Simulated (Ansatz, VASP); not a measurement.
**Nb2B3C in VASP and in Ansatz**

Contents of INCAR:

```
PREC = Accurate
ENCUT = 600
EDIFF = 1E-6
ISMEAR = 0
SIGMA = 0.1
LREAL = False
LASPH = True
NELM = 60
ALGO = Normal
ISIF = 3
LWAVE = False
LCHARG = False
GGA = PE
IBRION = 2
NSW = 100
EDIFFG = -0.01
```

File KPOINTS:

```
regular mesh
0
Gamma
  12 12 6
```

File POSCAR:

```
Nb2B3C
1.0
    3.0959231108      0.0000000000      0.0000000000
    0.0000000000      3.0959231108      0.0000000000
    0.0000000000      0.0000000000      8.0312913927
Nb B C
2 3 1
Direct
    0.0000000000      0.0000000000      0.5000000000
    0.5000000000      0.5000000000      0.0000000000
    0.5000000000      0.5000000000      0.5000000000
    0.5000000000      0.5000000000      0.6999464406
    0.5000000000      0.5000000000      0.3000535594
    0.0000000000      0.0000000000      0.0000000000
```

Input for Ansatz:

```yaml
crystal:
  lattice:
    - [3.0959231108, 0.0, 0.0]
    - [0.0, 3.0959231108, 0.0]
    - [0.0, 0.0, 8.0312913927]
  atoms:
    - { symbol: Nb, position: [0.0, 0.0, 0.5] }
    - { symbol: Nb, position: [0.5, 0.5, 0.0] }
    - { symbol: B, position: [0.5, 0.5, 0.5] }
    - { symbol: B, position: [0.5, 0.5, 0.6999464406] }
    - { symbol: B, position: [0.5, 0.5, 0.3000535594] }
    - { symbol: C, position: [0.0, 0.0, 0.0] }
basis:
  ecutwfc: 420
kpoints:
  mp_grid: { grid: [12, 12, 6] }
hamiltonian:
  xc: pbe
scf:
  occupations: { method: gaussian, width: 0.1 }
output:
  forces: true
  stress: true
  eigenvalues: true
  write_density: true
  write_potential: true
  elf: true
  volumetric_format: npy
relax:
  adjacent_minimum: "off"
  f_tol: 0.01
  max_steps: 80
  cell: { stress_tol: 0.05 }
```

Alike in both runs: task relaxation of cell and atoms; functional PBE; k mesh 12 × 12 × 6; occupations gaussian, width 0.1 eV; no spin polarisation.

```csv
,VASP,Ansatz
version,VASP 6.6.1,Ansatz 0.2.0
potentials or method,"VASP PAW PBE potentials, release 64 (Nb_sv, B, C), cutoff 600 eV","scalar-relativistic, plane waves, PAW"
valence electrons in the cell,39,39
```

VASP gave:

- gap on the k mesh at the Fermi level, each at its own relaxed structure (eV): none
- relaxed volume (Å³/atom): 12.82
- relaxed length of the cell vector where the two differ most in proportion (Å): 3.099

**Question.** Estimate Ansatz's values.

**Answer.** gap on the k mesh at the Fermi level, each at its own relaxed structure (eV): none; relaxed volume (Å³/atom): 12.83; relaxed length of the cell vector where the two differ most in proportion (Å): 3.100.

A gap of «none» marks a metal or a gap that the smearing closes.
